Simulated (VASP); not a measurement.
Mg3Te:

```xyz
4
Lattice="4.7442 0.0000 0.0000 0.0000 4.7442 0.0000 0.0000 0.0000 4.7442" Properties=species:S:1:pos:R:3 pbc="T T T"
Mg    0.0000    2.3721    2.3721
Mg    2.3721    0.0000    2.3721
Mg    2.3721    2.3721    0.0000
Te    0.0000    0.0000    0.0000
```

| Property | Result |
| --- | --- |
| Program | VASP 6.6.1 |
| Task | relaxation of cell and atoms |
| Functional | PBE |
| Potentials or basis | VASP PAW PBE potentials, release 64 (Mg, Te) |
| Cutoff | 600 eV |
| k mesh | 10 × 10 × 10 |
| Occupations | gaussian, width 0.1 eV |
| Spin | no spin polarisation |

At the start: pressure -2.6 GPa; volume 26.69 Å³/atom.

Task: How do energy, volume and symmetry change on relaxing?

Result: Over 3 steps the energy falls by 18.8 meV/atom and the volume is 24.59 Å³/atom (-7.9 %); space group Pm-3m (No. 221, to 0.05 Å).

The path:
```tsv
step	energy change (eV)	largest force (eV/Å)	pressure (GPa)	volume (Å³)
1	0.0000	0.0000	-2.63	106.78
2	-0.0712	0.0000	-0.69	100.15
3	-0.0753	0.0000	-0.04	98.35
```

Final structure:
```
Mg Te
1.0
     4.61584    0.00000    0.00000
     0.00000    4.61584    0.00000
     0.00000    0.00000    4.61584
Mg Te
3 1
Direct
  0.00000 0.50000 0.50000
  0.50000 0.00000 0.50000
  0.50000 0.50000 0.00000
  0.00000 0.00000 0.00000
```
